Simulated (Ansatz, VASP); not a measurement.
Zn in VASP and in Ansatz

```
Zn
1.0
    -2.54173    2.54173    1.24455
     2.54173   -2.54173    1.24455
     2.54173    2.54173   -1.24455
Zn
2
Cartesian
  0.0000 2.5417 0.6223
  0.0000 0.0000 0.0000
```

Alike in both runs: functional PBEsol; k mesh 18 × 18 × 18; occupations gaussian, width 0.1 eV; no spin polarisation.

Ansatz relaxed the structure, and its values are those at the end. VASP's run is a single point on that final structure, the one shown.

|  | VASP | Ansatz |
| --- | --- | --- |
| version | VASP 6.6.1 | Ansatz 0.2.0 |
| potentials or method | VASP PAW PBE potentials, release 64 (Zn), cutoff 520 eV | scalar-relativistic, plane waves, PAW |
| valence electrons in the cell | 24 | 24 |

|  | VASP | Ansatz | Ansatz less VASP |
| --- | --- | --- | --- |
| gap on the k mesh at the Fermi level (eV) | none | none | - |
| pressure (GPa) | 0.3 | 0.0 | -0.32 |

VASP's potentials were made for PBE, not for PBEsol. A gap of «none» marks a metal or a gap that the smearing closes. With one functional, cell and mesh, what is left measures potentials, basis and numerics.
